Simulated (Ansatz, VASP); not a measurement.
# One calculation of Te2Mo, two programs

The input INCAR:

```
PREC = Accurate
ENCUT = 520
EDIFF = 1E-6
ISMEAR = 0
SIGMA = 0.05
LREAL = False
LASPH = True
NELM = 80
ALGO = Normal
ISIF = 2
LWAVE = False
LCHARG = False
NBANDS = 20
```

The input KPOINTS:

```
regular mesh
0
Gamma
  12 12 2
```

POSCAR

```
Te2Mo
1.0
    3.7026421266      0.0000000000      0.0000000000
   -1.8513210633      3.2065821427      0.0000000000
    0.0000000000      0.0000000000     16.8230955072
Te Mo
2 1
Direct
    0.3333333333      0.6666666667      0.8978554500
    0.3333333333      0.6666666667      0.1021445500
    0.0000000000      0.0000000000      0.0000000000
```

Input for Ansatz:

```yaml
crystal:
  lattice:
    - [3.7026421266, 0.0, 0.0]
    - [-1.8513210633, 3.2065821427, 0.0]
    - [0.0, 0.0, 16.8230955072]
  atoms:
    - { symbol: Te, position: [0.3333333333, 0.6666666667, 0.89785545] }
    - { symbol: Te, position: [0.3333333333, 0.6666666667, 0.10214455] }
    - { symbol: Mo, position: [0.0, 0.0, 0.0] }
basis:
  ecutwfc: 420
kpoints:
  mp_grid: { grid: [12, 12, 2] }
hamiltonian:
  xc: lda
scf:
  occupations: { method: gaussian, width: 0.05 }
output:
  forces: true
  stress: true
  eigenvalues: true
```

Change from the starting cell: strain +0.040 along x and y, -0.040 along z, atoms carried along.

Alike in both runs: task single point; functional LDA; k mesh 12 × 12 × 2; occupations gaussian, width 0.05 eV; no spin polarisation.

```csv
,VASP,Ansatz
version,VASP 6.6.1,Ansatz 0.2.0
potentials or method,"VASP PAW LDA potentials, release 64 (Te, Mo_sv), cutoff 520 eV","scalar-relativistic, plane waves, PAW"
valence electrons in the cell,26,46
```

|  | VASP | Ansatz | Ansatz less VASP |
| --- | --- | --- | --- |
| gap on the k mesh at the Fermi level (eV) | 0.63 | 0.64 | +0.012 |
| least direct gap on the mesh (eV) | 0.75 | 0.75 | +0.001 |
| rms of the force components (eV/Å) | 0.020 | 0.046 | +0.0257 |

LDA's correlation is that of Perdew and Zunger in VASP and of Perdew and Wang (1992) in Ansatz. Atom by atom the forces differ by 0.026 eV/Å (rms over components). VASP's potentials hold 26 valence electrons a cell and Ansatz's 46, so a difference there can come from the potentials and not from the codes.

Spin-orbit coupling is off throughout.
